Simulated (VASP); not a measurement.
# Co (P6_3/mmc) in VASP: settings compared, part 3 of 3

VASP 6.6.1.

### 5 Single point, LDA, collinear spin, ferromagnetic start

Input file INCAR:

```
SYSTEM = Co
PREC = Accurate
ENCUT = 520
EDIFF = 1E-6
ISMEAR = -1
SIGMA = 0.05
LREAL = .False.
LASPH = .True.
NELM = 150
ALGO = Normal
ISIF = 2
LWAVE = .False.
LCHARG = .False.
ISPIN = 2
MAGMOM = 2 2 2 2
LORBIT = 11
LMAXMIX = 4
NBANDS = 30
```

Input file KPOINTS:

```
Automatic mesh
0
Gamma
  12 12 4
  0 0 0
```

Input file POSCAR:

```
Co
1.0
    2.4705617809      0.0000000000      0.0000000000
   -1.2352808905      2.1395692639      0.0000000000
    0.0000000000      0.0000000000      8.0882338000
Co
4
Direct
    0.6666666667      0.3333333333      0.7500000000
    0.0000000000      0.0000000000      0.5000000000
    0.3333333333      0.6666666667      0.2500000000
    0.0000000000      0.0000000000      0.0000000000
```

Potentials or basis: VASP PAW LDA potentials, release 64 (Co).

On the command line:

```sh
> cat potpaw_LDA.64/Co/POTCAR > POTCAR
> mpirun -np 1 vasp_std > vasp.out
```

OUTCAR:

```text
SYSTEM = Co
   PREC = Accurate
   ENCUT = 520
   EDIFF = 1E-6
   ISMEAR = -1
   LREAL = .False.
   LASPH = .True.
   NELM = 150
   ISIF = 2
   ISPIN = 2
   LORBIT = 11

 ion  position               nearest neighbor table
   1  0.667  0.333  0.750-   2 2.47   4 2.47   2 2.47   4 2.47   2 2.47   4 2.47
   2  0.000  0.000  0.500-   1 2.47   3 2.47   1 2.47   3 2.47   1 2.47   3 2.47
   3  0.333  0.667  0.250-   2 2.47   4 2.47   2 2.47   4 2.47   2 2.47   4 2.47
   4  0.000  0.000  0.000-   1 2.47   3 2.47   1 2.47   3 2.47   1 2.47   3 2.47

  LATTYP: Found a hexagonal cell.
 ALAT       =     2.4705617809
 C/A-ratio  =     3.2738439745

  Lattice vectors:

 A1 = (   2.4705617809,   0.0000000000,   0.0000000000)
 A2 = (  -1.2352808905,   2.1395692639,   0.0000000000)
 A3 = (   0.0000000000,   0.0000000000,   8.0882338000)

Analysis of symmetry for initial positions (statically):
=====================================================================
 Subroutine PRICEL returns:
 Original cell was already a primitive cell.

 Routine SETGRP: Setting up the symmetry group for a
 hexagonal supercell.
[... 1783 lines left out ...]

 [... further k-points ...]
[... 5 lines left out ...]
  --------------------------------------------------------------------------------------
  -------------------------------------------------------------------------------------
  Total       -3.9298542     -3.9298542     -4.7671567      0.0000000      0.0000000      0.0000000
  in kB     -147.2689710   -147.2689710   -178.6463903      0.0000000      0.0000000      0.0000000
  external PRESSURE =    -157.7281108 kB  Pullay stress =       0.0000000 kB

 VOLUME and BASIS-vectors are now :
 -----------------------------------------------------------------------------
  energy-cutoff  :      520.00
  volume of cell :       42.75
      direct lattice vectors                 reciprocal lattice vectors
     2.470561781  0.000000000  0.000000000     0.404766239  0.233691897  0.000000000
    -1.235280890  2.139569264  0.000000000     0.000000000  0.467383794  0.000000000
     0.000000000  0.000000000  8.088233800     0.000000000  0.000000000  0.123636386

 POSITION                                       TOTAL-FORCE (eV/Angst)
 -----------------------------------------------------------------------------------
      1.23528      0.71319      6.06618        -0.000000      0.000000      0.000000
      0.00000      0.00000      4.04412        -0.000000      0.000000     -0.000000
     -0.00000      1.42638      2.02206         0.000000     -0.000000     -0.000000
      0.00000      0.00000      0.00000        -0.000000      0.000000     -0.000000
 -----------------------------------------------------------------------------------
    total drift:                                0.000000     -0.000000      0.000000

  FREE ENERGIE OF THE ION-ELECTRON SYSTEM (eV)
  ---------------------------------------------------
  free  energy   TOTEN  =       -32.3157754415 eV

  energy  without entropy=      -32.2785351194  energy(sigma->0) =      -32.29715528

 total charge

# of ion       s       p       d       tot
------------------------------------------
    1        0.495   0.530   7.284   8.309
    2        0.495   0.527   7.291   8.313
    3        0.495   0.530   7.284   8.309
    4        0.495   0.527   7.291   8.313
--------------------------------------------------
tot          1.980   2.115  29.150  33.245

 magnetization (x)

# of ion       s       p       d       tot
------------------------------------------
    1       -0.012  -0.036   1.603   1.554
    2       -0.013  -0.035   1.583   1.536
    3       -0.012  -0.036   1.603   1.554
    4       -0.013  -0.035   1.583   1.536
--------------------------------------------------
tot         -0.051  -0.142   6.371   6.179
```

stdout:

```text
POSCAR found type information on POSCAR Co
 POSCAR found :  1 types and       4 ions
 scaLAPACK will be used
 LDA part: xc-table for (Slater(with rela. corr.)+CA(PZ))
 , standard interpolation
 POSCAR, INCAR and KPOINTS ok, starting setup
 FFT: planning ... GRIDC
 FFT: planning ... GRID_SOFT
 FFT: planning ... GRID
 WAVECAR not read
 entering main loop
```

It took 5.3 min on 1 thread of AMD EPYC 7R13, shared host; peak memory 0.18 GiB.

Results:

* Free energy: -32.3158 eV
* Pressure: -15.8 GPa
* Net moment: 6.18 μB per cell
* Site moments: Co +1.55, +1.54 μB
* Valence electrons inside the program's atomic spheres: Co 8.31

Stress tensor (GPa, compression positive):
```
-14.73   0.00   0.00
  0.00 -14.73   0.00
  0.00   0.00 -17.86
```

### 6 Single point, PBE, collinear spin, ferromagnetic start

This run uses another cell than the first one, of 10.92 Å³/atom, 1.021 times its volume.

Edit INCAR of step 5 so:

```diff
@@ -12,3 +12,3 @@
 LWAVE = .False.
-LCHARG = .False.
+LCHARG = .True.
 ISPIN = 2
@@ -17,2 +17,5 @@
 LMAXMIX = 4
+GGA = PE
+LELF = .True.
+LVHAR = .True.
 NBANDS = 30
```

Input file KPOINTS:

```
regular mesh
0
Gamma
  12 12 4
  0 0 0
```

Input file POSCAR:

```
Co
1.0
    2.4980760917      0.0000000000      0.0000000000
   -1.2490380459      2.1633973560      0.0000000000
    0.0000000000      0.0000000000      8.0787908280
Co
4
Direct
    0.6666666667      0.3333333333      0.7500000000
    0.0000000000      0.0000000000      0.5000000000
    0.3333333333      0.6666666667      0.2500000000
    0.0000000000      0.0000000000      0.0000000000
```

Potentials or basis: VASP PAW PBE potentials, release 64 (Co).

On the command line:

```sh
> cat potpaw_PBE.64/Co/POTCAR > POTCAR
> mpirun -np 1 vasp_std > vasp.out
```

Run time: 6.3 min. Hardware: 1 thread of AMD EPYC 7R13, shared host; peak memory 0.22 GiB.

Results (log left out):

```yaml
Free_energy: -28.1311 eV
Pressure: -0.8 GPa
Net_moment: 6.64 μB per cell
Site_moments: Co +1.69, +1.67 μB
Valence_electrons_inside_the_program's_atomic_spheres: Co 8.26
```

Levels at points of the mesh, in eV from the Fermi level:
Spin up:
| k point | band 18 | band 19 | band 20 | band 21 | band 22 | band 23 | band 24 | band 25 | band 26 | band 27 |
| --- | --- | --- | --- | --- | --- | --- | --- | --- | --- | --- |
| (0.00, 0.00, 0.00) | -1.55 | -1.55 | -1.22 | -1.22 | -0.83 | -0.83 | -0.14 | 6.24 | 14.89 | 14.89 |
| (0.50, 0.00, 0.00) | -0.63 | -0.59 | -0.57 | 0.24 | 1.35 | 2.38 | 3.00 | 6.83 | 6.85 | 10.34 |
| (0.00, 0.00, 0.50) | -1.69 | -1.69 | -1.69 | -1.00 | -1.00 | -1.00 | -1.00 | 9.29 | 9.29 | 20.99 |
| (0.50, 0.00, 0.50) | -0.77 | -0.63 | -0.63 | 1.18 | 1.18 | 2.72 | 2.72 | 7.21 | 7.21 | 9.17 |
Spin down:
```
           k point  band 11  band 12  band 13  band 14  band 15  band 16  band 17  band 18
(0.00, 0.00, 0.00)    -1.03    -0.80    -0.80    -0.77    -0.77    -0.19     0.06     0.06
(0.50, 0.00, 0.00)    -0.73    -0.11    -0.06     0.50     1.15     1.20     1.21     1.22
(0.00, 0.00, 0.50)    -1.01    -1.01    -0.92    -0.92    -0.92    -0.92     0.24     0.24
(0.50, 0.00, 0.50)    -0.82    -0.82    -0.21    -0.21     0.82     0.82     1.17     1.17
```

### 7 Single point, PBE, collinear spin, ferromagnetic start

Input file INCAR:

```
SYSTEM = Co
PREC = Accurate
ENCUT = 600
EDIFF = 1E-6
ISMEAR = -1
SIGMA = 0.05
LREAL = .FALSE.
LASPH = .TRUE.
NELM = 200
ALGO = Normal
ISIF = 2
LWAVE = .FALSE.
LCHARG = .FALSE.
ISPIN = 2
MAGMOM = 1.5 1.5 1.5 1.5
LORBIT = 11
NUPDOWN = 6.0
LMAXMIX = 4
GGA = PE
NBANDS = 46
GGA_COMPAT = .FALSE.
```

Input file KPOINTS:

```
Automatic mesh
0
G
  10 10 3
  0 0 0
```

Input file POSCAR:

```
Co
1.0
    2.4705617809      0.0000000000      0.0000000000
   -1.2352808905      2.1395692639      0.0000000000
    0.0000000000      0.0000000000      8.0882338000
Co
4
Direct
    0.6666666667      0.3333333333      0.7500000000
    0.0000000000      0.0000000000      0.5000000000
    0.3333333333      0.6666666667      0.2500000000
    0.0000000000      0.0000000000      0.0000000000
```

Potentials or basis: VASP PAW PBE potentials, release 64 (Co_sv).

On the command line:

```sh
> cat potpaw_PBE.64/Co_sv/POTCAR > POTCAR
> mpirun -np 1 vasp_std > vasp.out
```

OUTCAR:

```text
SYSTEM = Co
   PREC = Accurate
   ENCUT = 600
   EDIFF = 1E-6
   ISMEAR = -1
   LREAL = .FALSE.
   LASPH = .TRUE.
   NELM = 200
   ISIF = 2
   ISPIN = 2
   LORBIT = 11
   NUPDOWN = 6.0
   GGA = PE

 ion  position               nearest neighbor table
   1  0.667  0.333  0.750-   2 2.47   4 2.47   2 2.47   4 2.47   2 2.47   4 2.47
   2  0.000  0.000  0.500-   1 2.47   3 2.47   1 2.47   3 2.47   1 2.47   3 2.47
   3  0.333  0.667  0.250-   2 2.47   4 2.47   2 2.47   4 2.47   2 2.47   4 2.47
   4  0.000  0.000  0.000-   1 2.47   3 2.47   1 2.47   3 2.47   1 2.47   3 2.47

  LATTYP: Found a hexagonal cell.
 ALAT       =     2.4705617809
 C/A-ratio  =     3.2738439745

  Lattice vectors:

[... 2582 lines left out ...]
    -1.235280890  2.139569264  0.000000000     0.000000000  0.467383794  0.000000000
     0.000000000  0.000000000  8.088233800     0.000000000  0.000000000  0.123636386

 POSITION                                       TOTAL-FORCE (eV/Angst)
 -----------------------------------------------------------------------------------
      1.23528      0.71319      6.06618        -0.000000      0.000000     -0.000000
      0.00000      0.00000      4.04412        -0.000000      0.000000     -0.000000
     -0.00000      1.42638      2.02206         0.000000     -0.000000      0.000000
      0.00000      0.00000      0.00000        -0.000000      0.000000     -0.000000
 -----------------------------------------------------------------------------------
    total drift:                                0.000000     -0.000000      0.000000

  FREE ENERGIE OF THE ION-ELECTRON SYSTEM (eV)
  ---------------------------------------------------
  free  energy   TOTEN  =       -28.3946034507 eV

  energy  without entropy=      -28.3566320530  energy(sigma->0) =      -28.37561775

 total charge

# of ion       s       p       d       tot
------------------------------------------
    1        2.248   6.123   6.694  15.065
    2        2.248   6.122   6.700  15.069
    3        2.248   6.123   6.694  15.065
    4        2.248   6.122   6.700  15.069
--------------------------------------------------
tot          8.991  24.488  26.789  60.268

 magnetization (x)

# of ion       s       p       d       tot
------------------------------------------
    1       -0.006  -0.015   1.608   1.587
    2       -0.006  -0.015   1.579   1.557
    3       -0.006  -0.015   1.608   1.587
    4       -0.006  -0.015   1.579   1.557
--------------------------------------------------
tot         -0.024  -0.060   6.372   6.288
```

Wall time 2.7 min (1 thread of Intel Xeon Platinum 8259CL at 2.50GHz (Skylake/Cascade Lake), shared host); peak memory 0.24 GiB.

Results:

* Free energy: -28.3946 eV
* Pressure: -1.5 GPa
* Net moment: 6.00 μB per cell
* Site moments: Co +1.59, +1.56 μB
* Valence electrons inside the program's atomic spheres: Co 15.06, 15.07

Caveat: the total moment is fixed, so each spin has its own Fermi level.

### 8 Overview

| level | potentials or basis | spin | fixed moment (μB) | cell | k mesh | cutoff (eV) | smearing | second run | gap on the mesh (eV) | pressure (GPa) | moment (μB) |
| --- | --- | --- | --- | --- | --- | --- | --- | --- | --- | --- | --- |
| PBEsol | VASP PAW PBE potentials, release 64 (Co) | collinear, ferromagnetic start | - | a = 2.471, b = 2.471, c = 8.088 Å, angles 90.0, 90.0, 120.0°, 4 atoms | 12 × 12 × 4 | 520 | fermi-dirac 0.05 eV | - | none | -6.5 | 6.55 |
| PBEsol | VASP PAW PBE potentials, release 64 (Co) | collinear, ferrimagnetic start | - | a = 2.471, b = 2.471, c = 8.088 Å, angles 90.0, 90.0, 120.0°, 4 atoms | 12 × 12 × 4 | 520 | fermi-dirac 0.05 eV | - | none | -12.5 | 2.22 |
| PBE | VASP PAW PBE potentials, release 64 (Co) | collinear, ferromagnetic start | - | a = 2.471, b = 2.471, c = 8.088 Å, angles 90.0, 90.0, 120.0°, 4 atoms | 12 × 12 × 4 | 520 | gaussian 0.011 eV | - | none | 3.8 | 6.58 |
| LDA | VASP PAW LDA potentials, release 64 (Co) | collinear, ferromagnetic start | - | a = 2.471, b = 2.471, c = 8.088 Å, angles 90.0, 90.0, 120.0°, 4 atoms | 12 × 12 × 4 | 520 | fermi-dirac 0.05 eV | - | none | -15.8 | 6.18 |
| PBE | VASP PAW PBE potentials, release 64 (Co) | collinear, ferromagnetic start | - | a = 2.498, b = 2.498, c = 8.079 Å, angles 90.0, 90.0, 120.0°, 4 atoms | 12 × 12 × 4 | 520 | fermi-dirac 0.05 eV | - | none | -0.8 | 6.64 |
| PBE | VASP PAW PBE potentials, release 64 (Co_sv) | collinear, ferromagnetic start | 6.0 | a = 2.471, b = 2.471, c = 8.088 Å, angles 90.0, 90.0, 120.0°, 4 atoms | 10 × 10 × 3 | 600 | fermi-dirac 0.05 eV | valence_matched | - | -1.5 | 6.00 |

Alike in all rows: task single point.

Caveats: the PAW data sets were made with another functional, which shifts forces and pressure a little (some runs); the total moment is fixed, so each spin has its own Fermi level (some runs).

Absolute energies hang on the potentials; compare differences alone.
